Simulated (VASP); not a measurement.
Here is a VASP 6.6.1 calculation.

INCAR

```
SYSTEM = Fe
ALGO = Normal
EDIFF = 1E-7
ENCUT = 520
GGA = PE
ISIF = 2
ISMEAR = -1
ISPIN = 2
ISYM = 0
LASPH = .True.
LCHARG = .True.
LELF = .True.
LMAXMIX = 4
LORBIT = 11
LREAL = .False.
LVHAR = .True.
LWAVE = .False.
MAGMOM = 4 4
NBANDS = 19
NELM = 150
PREC = Accurate
SIGMA = 0.1
```

Contents of KPOINTS:

```
k-points
0
Gamma
  7 11 9
  0 0 0
```

File POSCAR:

```
Fe
1.0
   -1.8195000000     -3.6390000000     -1.8195000000
   -1.8195000000      0.0000000000     -1.8195000000
    1.8195000000      0.0000000000     -1.8195000000
Fe
2
Direct
    0.0000000000      0.0000000000      0.0000000000
    0.5000000000      0.0000000000      0.5000000000
```

Potentials or basis: VASP PAW PBE potentials, release 64 (Fe).

Run with:

```console
$ cat potpaw_PBE.64/Fe/POTCAR > POTCAR
$ mpirun -np 1 vasp_std > vasp.out
```

Q: Predict the pressure.

A: -0.9 GPa.

Q: Estimate the site moments.

A: Fe +2.55 μB.

Q: Predict the net moment.

A: 5.11 μB per cell.

Stress tensor (GPa, compression positive):
```
-1.09  0.01  0.23
 0.01 -0.65  0.01
 0.23  0.01 -1.09
```
